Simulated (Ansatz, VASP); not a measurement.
**SnO in VASP and in Ansatz**

```
Sn O
1.0
    -3.31561    0.00000    0.00000
     0.00000   -5.70500    0.00000
     0.00000   -2.85250   11.68249
Sn O
6 6
Direct
  0.00000 0.32437 0.88369
  0.00000 0.65770 0.21702
  0.00000 0.49103 0.55036
  0.50000 0.87528 0.71702
  0.50000 0.20861 0.05036
  0.50000 0.04194 0.38369
  0.00000 0.63986 0.94958
  0.00000 0.97319 0.28291
  0.00000 0.80652 0.61624
  0.50000 0.49390 0.78291
  0.50000 0.82724 0.11624
  0.50000 0.66057 0.44958
```

Alike in both runs: task single point; functional PBEsol; k mesh 8 × 5 × 3; occupations gaussian, width 0.05 eV; no spin polarisation.

```csv
,VASP,Ansatz
version,VASP 6.6.1,Ansatz 0.2.0
potentials or method,"VASP PAW PBE potentials, release 64 (Sn_d, O), cutoff 520 eV","scalar-relativistic, plane waves, PAW"
valence electrons in the cell,120,120
```

Ansatz gave:

- gap on the k mesh at the Fermi level (eV): 0.14
- least direct gap on the mesh (eV): 0.40
- pressure (GPa): 1.6
- traceless stress, the component that is largest in VASP (GPa): -6.79
- rms of the force components (eV/Å): 1.314

**Question.** Which values does VASP return?

**Answer.** gap on the k mesh at the Fermi level (eV): 0.13; least direct gap on the mesh (eV): 0.39; pressure (GPa): 1.8; traceless stress, the component that is largest in VASP (GPa): -6.69; rms of the force components (eV/Å): 1.302.

VASP's potentials were made for PBE, not for PBEsol. Atom by atom the forces differ by 0.037 eV/Å (rms over components).
